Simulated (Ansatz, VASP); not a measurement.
**Two plane-wave programs on RbPd**

```
CELL_PARAMETERS angstrom
3.45506 0.00000 0.00000
-1.72753 2.99217 0.00000
0.00000 0.00000 5.31510
ATOMIC_POSITIONS crystal
Rb 0.33333 0.66667 0.50000
Pd 0.00000 0.00000 0.00000
```

Alike in both runs: functional PBE; k mesh 12 × 12 × 10; occupations gaussian, width 0.1 eV; no spin polarisation.

Ansatz relaxed the structure, and its values are those at the end. VASP's run is a single point on that final structure, the one shown.

```csv
,VASP,Ansatz
version,VASP 6.6.1,Ansatz 0.2.0
potentials or method,"VASP PAW PBE potentials, release 64 (Rb_sv, Pd), cutoff 500 eV","scalar-relativistic, plane waves, PAW"
valence electrons in the cell,19,27
```

```csv
,VASP,Ansatz,Ansatz less VASP
gap on the k mesh at the Fermi level (eV),none,none,-
pressure (GPa),0.1,0.0,-0.10
```

A gap of «none» marks a metal or a gap that the smearing closes. VASP's potentials hold 19 valence electrons a cell and Ansatz's 27, so a difference there can come from the potentials and not from the codes.
